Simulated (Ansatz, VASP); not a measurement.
# Ag: VASP beside Ansatz

```xyz
4
Lattice="2.9488 0.0000 0.0000 -1.4744 2.5537 0.0000 0.0000 0.0000 9.7510" Properties=species:S:1:pos:R:3 pbc="T T T"
Ag    0.0000    1.7025    2.4378
Ag    1.4744    0.8512    7.3133
Ag    0.0000    0.0000    0.0000
Ag    0.0000    0.0000    4.8755
```

Change from the starting cell: strain +0.015 along x and y, +0.030 along z, atoms carried along.

Alike in both runs: task single point; functional r2SCAN; k mesh 18 × 18 × 6; occupations gaussian, width 0.15 eV; no spin polarisation.

```csv
,VASP,Ansatz
version,VASP 6.6.1,Ansatz 0.2.0
potentials or method,"VASP PAW PBE potentials, release 64 (Ag), cutoff 520 eV","scalar-relativistic, plane waves, PAW"
valence electrons in the cell,44,76
```

|  | VASP | Ansatz | Ansatz less VASP |
| --- | --- | --- | --- |
| gap on the k mesh at the Fermi level (eV) | none | none | - |
| pressure (GPa) | -5.0 | -5.1 | -0.05 |
| traceless stress, the component that is largest in VASP (GPa) | -0.53 | -0.52 | +0.009 |

VASP's potentials were made for PBE, not for r2SCAN. A gap of «none» marks a metal or a gap that the smearing closes. The functional is the same, so the differences come from potentials, cutoffs and numerics. VASP's potentials hold 44 valence electrons a cell and Ansatz's 76, so a difference there can come from the potentials and not from the codes.
